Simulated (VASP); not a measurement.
# Cu (P6/mmm) in VASP: further runs

Runs on Cu. Level: PBE. Tasks: single point.

All numbers are computed with VASP 6.6.1; they aren't measurements. Logs are shortened: lines on timing, memory, paths and dates and some standing lists are left out, and cuts for length are marked.

## Step 1: The cell of the first run

The structure is hexagonal, space group P6/mmm (No. 191). The conventional cell has a = 2.200 Å, b = 2.200 Å, c = 2.111 Å, α = 90.00°, β = 90.00°, γ = 120.00°. Cu (site symmetry 6/mmm) has 8 Cu at 2.11 to 2.20 Å within 2.8 Å.

## Step 2: Single point, PBE

Contents of INCAR:

```
SYSTEM = Cu
ALGO     = Normal         ! electronic algorithm
EDIFF    = 1E-6           ! SCF threshold, eV
ENCUT    = 700            ! plane-wave cutoff, eV
GGA      = PE             ! functional
GGA_COMPAT= .FALSE.      
ISIF     = 2              ! what is computed and relaxed
ISMEAR   = -1             ! smearing method
LASPH    = .TRUE.         ! aspherical terms in the spheres
LCHARG   = .TRUE.         ! write CHGCAR
LELF     = .TRUE.         ! ELF
LREAL    = .FALSE.        ! projectors in reciprocal space
LVHAR    = .TRUE.       
LWAVE    = .FALSE.        ! write WAVECAR
NBANDS   = 16             ! bands
NELM     = 120            ! most SCF steps
PREC     = Accurate       ! precision mode
SIGMA    = 0.05           ! smearing width, eV
```

Contents of KPOINTS:

```
k-points
0
G
  17 17 16
  0 0 0
```

Contents of POSCAR:

```
Cu
1.0
    2.1999147254      0.0000000000      0.0000000000
   -1.0999573627      1.9051820384      0.0000000000
    0.0000000000      0.0000000000      2.1109350335
Cu
1
Direct
    0.0000000000      0.0000000000      0.0000000000
```

Potentials or basis: VASP PAW PBE potentials, release 64 (Cu_sv_GW).

On the command line:

```console
cat potpaw_PBE.64/Cu_sv_GW/POTCAR > POTCAR
mpirun -np 1 vasp_std > vasp.out
```

OUTCAR:

```text
SYSTEM = Cu
   EDIFF = 1E-6
   ENCUT = 700
   GGA = PE
   ISIF = 2
   ISMEAR = -1
   LASPH = .TRUE.
   LREAL = .FALSE.
   NELM = 120
   PREC = Accurate

 ion  position               nearest neighbor table
   1  0.000  0.000  0.000-

  LATTYP: Found a hexagonal cell.
 ALAT       =     2.1999147254
 C/A-ratio  =     0.9595531177

  Lattice vectors:

 A1 = (   2.1999147254,   0.0000000000,   0.0000000000)
 A2 = (  -1.0999573627,   1.9051820384,   0.0000000000)
 A3 = (   0.0000000000,   0.0000000000,   2.1109350335)

Analysis of symmetry for initial positions (statically):
=====================================================================
 Subroutine PRICEL returns:
 Original cell was already a primitive cell.

 Routine SETGRP: Setting up the symmetry group for a
 hexagonal supercell.

 Subroutine GETGRP returns: Found 24 space group operations
 (whereof 24 operations were pure point group operations)
 out of a pool of 24 trial point group operations.

The static configuration has the point symmetry D_6h.

Analysis of symmetry for dynamics (positions and initial velocities):
=====================================================================
 Subroutine PRICEL returns:
 Original cell was already a primitive cell.

 Routine SETGRP: Setting up the symmetry group for a
 hexagonal supercell.

 Subroutine GETGRP returns: Found 24 space group operations
 (whereof 24 operations were pure point group operations)
 out of a pool of 24 trial point group operations.

The dynamic configuration has the point symmetry D_6h.

 Subroutine INISYM returns: Found 24 space group operations
 (whereof 24 operations are pure point group operations),
 and found     1 'primitive' translations

----------------------------------------------------------------------------------------

                                     Primitive cell

  volume of cell :       8.8474

  direct lattice vectors                    reciprocal lattice vectors
     2.199914725  0.000000000  0.000000000     0.454563074  0.262442113  0.000000000
    -1.099957363  1.905182038  0.000000000     0.000000000  0.524884226  0.000000000
     0.000000000  0.000000000  2.110935034     0.000000000  0.000000000  0.473723722

  length of vectors
     2.199914725  2.199914725  2.110935034     0.524884226  0.524884226  0.473723722

  position of ions in fractional coordinates (direct lattice)
     0.000000000  0.000000000  0.000000000

  ion indices of the primitive-cell ions
   primitive index   ion index
                 1           1

----------------------------------------------------------------------------------------

 KPOINTS: k-points

Automatic generation of k-mesh.
 Grid dimensions read from file:
 generate k-points for:   17   17   16

 Generating k-lattice:

  Cartesian coordinates                     Fractional coordinates (reciprocal lattice)
     0.026739004  0.015437771  0.000000000     0.058823529 -0.000000000  0.000000000
     0.000000000  0.030875543  0.000000000     0.000000000  0.058823529  0.000000000
     0.000000000  0.000000000  0.029607733     0.000000000  0.000000000  0.062500000

  Length of vectors
     0.030875543  0.030875543  0.029607733

  Shift w.r.t. Gamma in fractional coordinates (k-lattice)
     0.000000000  0.000000000  0.000000000

 Subroutine IBZKPT returns following result:
 ===========================================

 Found    297 irreducible k-points:

 Following reciprocal coordinates:
            Coordinates               Weight
  0.000000  0.000000  0.000000      1.000000
  0.058824 -0.000000  0.000000      6.000000
  0.117647  0.000000  0.000000      6.000000
  0.176471  0.000000  0.000000      6.000000
  0.235294  0.000000  0.000000      6.000000
  0.294118 -0.000000  0.000000      6.000000
[... 16 lines left out ...]
  0.411765  0.117647  0.000000     12.000000
  0.176471  0.176471  0.000000      6.000000
 [... further k-points ...]
   k-points           NKPTS =    297   k-points in BZ     NKDIM =    297   number of bands    NBANDS=     16
   number of dos      NEDOS =    301   number of ions     NIONS =      1
   total plane-waves  NPLWV =   7200
   dimension x,y,z NGX =    20 NGY =   20 NGZ =   18
   dimension x,y,z NGXF=    40 NGYF=   40 NGZF=   36
   ions per type =               1
   NGX,Y,Z   is equivalent  to a cutoff of  15.11, 15.11, 14.18 a.u.
   NGXF,Y,Z  is equivalent  to a cutoff of  30.23, 30.23, 28.35 a.u.
 SYSTEM =  Cu
   PREC   = accura    normal or accurate (medium, high low for compatibility)
   ISTART =      0    job   : 0-new  1-cont  2-samecut
   ICHARG =      2    charge: 1-file 2-atom 10-const
   ISPIN  =      1    spin polarized calculation?
   LNONCOLLINEAR =      F non collinear calculations
   LSORBIT =      F    spin-orbit coupling
   LASPH  =      T    aspherical Exc in radial PAW
   ENCUT  =  700.0 eV  51.45 Ry    7.17 a.u.   4.75  4.75  4.55*2*pi/ulx,y,z
   NELM   =    120;   NELMIN=  2; NELMDL= -5     # of ELM steps
   EDIFF  = 0.1E-05   stopping-criterion for ELM
   LREAL  =      F    real-space projection
   EDIFFG = 0.1E-04   stopping-criterion for IOM
   NSW    =      0    number of steps for IOM
   IBRION =     -1    ionic relax: 0-MD 1-quasi-New 2-CG
   NFREE  =      0    steps in history (QN), initial steepest desc. (CG)
   ISIF   =      2    stress and relaxation
   ISYM   =      2    0-nonsym 1-usesym 2-fastsym
   POTIM  = 0.5000    time-step for ionic-motion
   TEBEG  =    0.0;   TEEND  =   0.0 temperature during run
   PSTRESS=    0.0 pullay stress
   NELECT =      19.0000    total number of electrons
   NUPDOWN=      -1.0000    fix difference up-down
   EMIN   =  10.00;   EMAX   =-10.00  energy-range for DOS
   EFERMI =   0.00;   METHOD = LEGACY
   ISMEAR =    -1;   SIGMA  =   0.05  broadening in eV -4-tet -1-fermi 0-gaus
   EFERMI_NEDOS =   21; number of points for ismear=-14 and -15
   IALGO  =     38    algorithm
   IMIX   =      4    mixing-type and parameters
     AMIX     =   0.40;   BMIX     =  1.00
     AMIX_MAG =   1.60;   BMIX_MAG =  1.00
  volume/ion in A,a.u.               =       8.85        59.71
  Fermi-wavevector in a.u.,A,eV,Ry     =   2.112128  3.991344 60.696761  4.461086
  Thomas-Fermi vector in A             =   3.098946
   LORBIT       =      0    0 simple, 1 ext, 2 COOP (PROOUT), +10 PAW based schemes
   GGA     = PE    functional components
   LHFCALC =     F    Hartree Fock is set to
   AEXX    =    0.0000 exact exchange contribution
   IVDW    =     0    specifies the selected vdW correction
   LEPSILON=     F    determine dielectric tensor
   LRPA    =     F    only Hartree local field effects (RPA)
 non-spin polarized calculation
  energy-cutoff  :      700.00
  volume of cell :        8.85
 maximum number of plane-waves:       393
 NGX is ok and might be reduce to    20
   NGX =  9   NGY =  9   NGZ =  9

 number of electron      19.0000000 magnetization

 Free energy of the ion-electron system (eV)
  ---------------------------------------------------
  ext. energy  EPLUGINS =         0.00000000
  ---------------------------------------------------
  free energy    TOTEN  =        -2.47589842 eV

  energy without entropy =       -2.47457589  energy(sigma->0) =       -2.47523716

 E-fermi :  11.7793     XC(G=0): -15.2539

 val. band max:       11.7670661219   @ k =   0.1765   0.0000   0.5000
 cond. band min:      11.8495970391   @ k =   0.2941   0.1765   0.1250
 fundamental gap:      0.0825309172
 Fermi energy:        11.7792934558

 k-point     1 :       0.0000    0.0000    0.0000
  band No.  band energies     occupation
      1    -101.7386      2.00000
      2     -58.9101      2.00000
      3     -58.9101      2.00000
      4     -58.8380      2.00000
      5      -0.0267      2.00000
      6       5.4595      2.00000
[... 8 lines left out ...]
     15      42.1236      0.00000
     16      43.9090      0.00000

 k-point     2 :       0.0588   -0.0000    0.0000
  band No.  band energies     occupation
      1    -101.7359      2.00000
      2     -58.9244      2.00000
      3     -58.9131      2.00000
      4     -58.8367      2.00000
      5       0.1292      2.00000
      6       5.4996      2.00000
[... 8 lines left out ...]
     15      40.5525      0.00000
     16      45.6730      0.00000

 k-point     3 :       0.1176    0.0000    0.0000
  band No.  band energies     occupation
      1    -101.7286      2.00000
      2     -58.9656      2.00000
      3     -58.9232      2.00000
      4     -58.8324      2.00000
      5       0.5885      2.00000
      6       5.6122      2.00000
[... 8 lines left out ...]
     15      39.8039      0.00000
     16      48.2060      0.00000

 k-point     4 :       0.1765    0.0000    0.0000
  band No.  band energies     occupation
      1    -101.7177      2.00000
      2     -59.0290      2.00000
      3     -58.9380      2.00000
      4     -58.8253      2.00000
      5       1.3221      2.00000
      6       5.7716      2.00000
[... 8 lines left out ...]
     15      39.7505      0.00000
     16      50.8654      0.00000

 k-point     5 :       0.2353    0.0000    0.0000
  band No.  band energies     occupation
      1    -101.7043      2.00000
      2     -59.1053      2.00000
      3     -58.9557      2.00000
      4     -58.8165      2.00000
      5       2.2669      2.00000
      6       5.9083      2.00000
[... 8 lines left out ...]
     15      39.8486      0.00000
     16      53.4241      0.00000

 k-point     6 :       0.2941   -0.0000    0.0000
  band No.  band energies     occupation
      1    -101.6902      2.00000
      2     -59.1838      2.00000
      3     -58.9738      2.00000
      4     -58.8069      2.00000
      5       3.2853      2.00000
      6       5.9334      2.00000
[... 8 lines left out ...]
     15      40.0310      0.00000
     16      53.8264      0.00000
[... 267 lines left out ...]
 k-point    21 :       0.2941    0.1176    0.0000
  band No.  band energies     occupation
      1    -101.6754      2.00000
      2     -59.2502      2.00000
      3     -59.0208      2.00000
      4     -58.7971      2.00000
      5       4.5113      2.00000
      6       6.0253      2.00000
[... 8 lines left out ...]
     15      42.0859      0.00000
     16      51.5068      0.00000

 k-point    22 :       0.3529    0.1176    0.0000
  band No.  band energies     occupation
      1    -101.6671      2.00000
      2     -59.2951      2.00000
      3     -59.0375      2.00000
      4     -58.7918      2.00000
      5       4.8565      2.00000
      6       6.1363      2.00000
[... 8 lines left out ...]
     15      42.4260      0.00000
     16      49.2436      0.00000

 k-point    23 :       0.4118    0.1176    0.0000
  band No.  band energies     occupation
      1    -101.6623      2.00000
      2     -59.3186      2.00000
      3     -59.0464      2.00000
      4     -58.7887      2.00000
      5       4.9088      2.00000
      6       6.2545      2.00000
[... 8 lines left out ...]
     15      44.5010      0.00000
     16      47.0546      0.00000

 k-point    24 :       0.1765    0.1765    0.0000
  band No.  band energies     occupation
      1    -101.6877      2.00000
      2     -59.1767      2.00000
      3     -59.0042      2.00000
      4     -58.8053      2.00000
      5       3.6360      2.00000
      6       6.2515      2.00000
[... 8 lines left out ...]
     15      44.8194      0.00000
     16      48.3752      0.00000

 [... further k-points ...]
[... 5 lines left out ...]
  --------------------------------------------------------------------------------------
  -------------------------------------------------------------------------------------
  Total        6.1799044      6.1799044      6.1917322      0.0000000      0.0000000      0.0000000
  in kB     1119.1161084   1119.1161084   1121.2579951      0.0000000      0.0000000      0.0000000
  external PRESSURE =    1119.8300706 kB  Pullay stress =       0.0000000 kB

 VOLUME and BASIS-vectors are now :
 -----------------------------------------------------------------------------
  energy-cutoff  :      700.00
  volume of cell :        8.85
      direct lattice vectors                 reciprocal lattice vectors
     2.199914725  0.000000000  0.000000000     0.454563074  0.262442113  0.000000000
    -1.099957363  1.905182038  0.000000000     0.000000000  0.524884226  0.000000000
     0.000000000  0.000000000  2.110935034     0.000000000  0.000000000  0.473723722

 POSITION                                       TOTAL-FORCE (eV/Angst)
 -----------------------------------------------------------------------------------
      0.00000      0.00000      0.00000         0.000000      0.000000      0.000000
 -----------------------------------------------------------------------------------
    total drift:                               -0.000000     -0.000000     -0.000000

  FREE ENERGIE OF THE ION-ELECTRON SYSTEM (eV)
  ---------------------------------------------------
  free  energy   TOTEN  =        -2.4758984229 eV

  energy  without entropy=       -2.4745758872  energy(sigma->0) =       -2.47523716
```

Wall time 29 s (1 thread of AMD EPYC 9R45 (Zen 5), shared host); peak memory 0.17 GiB.

What came out:

```
Free energy : -2.4759 eV
Pressure    : 112.0 GPa
```

Levels at points of the mesh, in eV from the Fermi level:
```csv
k point,band 7,band 8,band 9,band 10,band 11,band 12,band 13,band 14
"(0.00, 0.00, 0.00)",-4.18,-4.18,-1.74,-1.74,21.33,25.34,27.10,30.34
"(0.00, 0.00, 0.50)",-3.81,-3.59,-3.04,-3.04,3.44,31.04,34.39,34.39
```

## Step 3: Single point, PBE

This run uses another cell than the first one, of 7.81 Å³/atom, 0.882 times its volume.

Contents of INCAR:

```
SYSTEM = Cu
PREC = Accurate
ENCUT = 700
EDIFF = 1E-6
ISMEAR = -1
SIGMA = 0.05
LREAL = .False.
LASPH = .True.
NELM = 120
ALGO = Normal
ISIF = 2
LWAVE = .False.
LCHARG = .False.
GGA = PE
NBANDS = 16
GGA_COMPAT = .False.
```

Contents of KPOINTS:

```
Automatic mesh
0
Gamma
  17 17 16
  0 0 0
```

Contents of POSCAR:

```
Cu
1.0
    2.1120062255      0.0000000000      0.0000000000
   -1.0560031128      1.8290510443      0.0000000000
    0.0000000000      0.0000000000      2.0208706230
Cu
1
Direct
    0.0000000000      0.0000000000      0.0000000000
```

Potentials or basis: VASP PAW PBE potentials, release 64 (Cu_sv_GW).

On the command line:

```console
cat potpaw_PBE.64/Cu_sv_GW/POTCAR > POTCAR
mpirun -np 1 vasp_std > vasp.out
```

OUTCAR:

```text
SYSTEM = Cu
   PREC = Accurate
   ENCUT = 700
   EDIFF = 1E-6
   ISMEAR = -1
   LREAL = .False.
   LASPH = .True.
   NELM = 120
   ISIF = 2
   GGA = PE

 ion  position               nearest neighbor table
   1  0.000  0.000  0.000-

  LATTYP: Found a hexagonal cell.
 ALAT       =     2.1120062255
 C/A-ratio  =     0.9568488003

  Lattice vectors:

 A1 = (   2.1120062255,   0.0000000000,   0.0000000000)
 A2 = (  -1.0560031128,   1.8290510443,   0.0000000000)
 A3 = (   0.0000000000,   0.0000000000,   2.0208706230)

Analysis of symmetry for initial positions (statically):
=====================================================================
 Subroutine PRICEL returns:
 Original cell was already a primitive cell.

 Routine SETGRP: Setting up the symmetry group for a
 hexagonal supercell.

 Subroutine GETGRP returns: Found 24 space group operations
 (whereof 24 operations were pure point group operations)
 out of a pool of 24 trial point group operations.

The static configuration has the point symmetry D_6h.
[... 146 lines left out ...]
   NGX =  9   NGY =  9   NGZ =  9

 number of electron      19.0000002 magnetization

 Free energy of the ion-electron system (eV)
  ---------------------------------------------------
  ext. energy  EPLUGINS =         0.00000000
  ---------------------------------------------------
  free energy    TOTEN  =        -1.42633236 eV

  energy without entropy =       -1.42508837  energy(sigma->0) =       -1.42571036

 E-fermi :  14.0427     XC(G=0): -16.1719

 val. band max:       13.9811115360   @ k =   0.1765   0.0588   0.4375
 cond. band min:      14.0724500750   @ k =   0.4706   0.0588   0.1250
 fundamental gap:      0.0913385391
 Fermi energy:        14.0427168619

 k-point     1 :       0.0000    0.0000    0.0000
  band No.  band energies     occupation
      1    -100.0109      2.00000
      2     -57.0583      2.00000
      3     -57.0583      2.00000
      4     -56.9732      2.00000
      5       1.0158      2.00000
      6       6.6650      2.00000
[... 433 lines left out ...]
      3     -57.2029      2.00000
      4     -56.9248      2.00000
      5       4.9661      2.00000
      6       7.6165      2.00000
[... 8 lines left out ...]
     15      49.2376      0.00000
     16      53.3040      0.00000

 [... further k-points ...]
[... 5 lines left out ...]
  --------------------------------------------------------------------------------------
  -------------------------------------------------------------------------------------
  Total       10.0296688     10.0296688     10.0354718     -0.0000000     -0.0000000      0.0000000
  in kB     2058.4373056   2058.4373057   2059.6282722     -0.0000001     -0.0000000      0.0000000
  external PRESSURE =    2058.8342945 kB  Pullay stress =       0.0000000 kB

 VOLUME and BASIS-vectors are now :
 -----------------------------------------------------------------------------
  energy-cutoff  :      700.00
  volume of cell :        7.81
      direct lattice vectors                 reciprocal lattice vectors
     2.112006226  0.000000000  0.000000000     0.473483453  0.273365799  0.000000000
    -1.056003113  1.829051044  0.000000000     0.000000000  0.546731598  0.000000000
     0.000000000  0.000000000  2.020870623     0.000000000  0.000000000  0.494836230

 POSITION                                       TOTAL-FORCE (eV/Angst)
 -----------------------------------------------------------------------------------
      0.00000      0.00000      0.00000        -0.000000      0.000000      0.000000
 -----------------------------------------------------------------------------------
    total drift:                                0.000000      0.000000      0.000000

  FREE ENERGIE OF THE ION-ELECTRON SYSTEM (eV)
  ---------------------------------------------------
  free  energy   TOTEN  =        -1.4263323551 eV

  energy  without entropy=       -1.4250883734  energy(sigma->0) =       -1.42571036
```

It took 22 s on 1 thread of Intel Xeon 6975P-C (Granite Rapids), shared host; peak memory 0.18 GiB.

What came out:

```yaml
Free_energy: -1.4263 eV
Pressure: 205.9 GPa
```
